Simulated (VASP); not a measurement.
A run of VASP 6.6.1:

The input INCAR:

```
SYSTEM = GaS2
ALGO = Normal ; EDIFF = 1E-7
ENCUT = 520 ; GGA = PE
ISIF = 2 ; ISMEAR = 0
LASPH = .TRUE. ; LCHARG = .FALSE.
LREAL = .FALSE. ; LWAVE = .FALSE.
NBANDS = 20 ; NELM = 60
PREC = Accurate ; SIGMA = 0.1
```

KPOINTS

```
k-points
0
G
  6 6 4
  0 0 0
```

POSCAR

```
GaS2
1.0
    3.5981998443      0.0000000000      0.0000000000
    0.0000000000      3.5981998443      0.0000000000
    0.0000000000      0.0000000000      4.8749984682
Ga S
1 2
Direct
    0.0000000000      0.0000000000      0.0000000000
    0.5000000000      0.5000000000      0.2917579582
    0.5000000000      0.5000000000      0.7082420418
```

Potentials or basis: VASP PAW PBE potentials, release 64 (Ga_d, S).

Run with:

```console
$ cat potpaw_PBE.64/Ga_d/POTCAR potpaw_PBE.64/S/POTCAR > POTCAR
$ mpirun -np 1 vasp_std > vasp.out
```

Hardware: 1 thread of Intel(R) Xeon(R) 6975P-C (Granite Rapids) (shared host).

Question: How long does it take, and how much memory?

Answer: It took 16 s on 1 thread of Intel(R) Xeon(R) 6975P-C (Granite Rapids) (shared host), peak memory 0.18 GiB. Counts: scf iterations 14, k points 30.
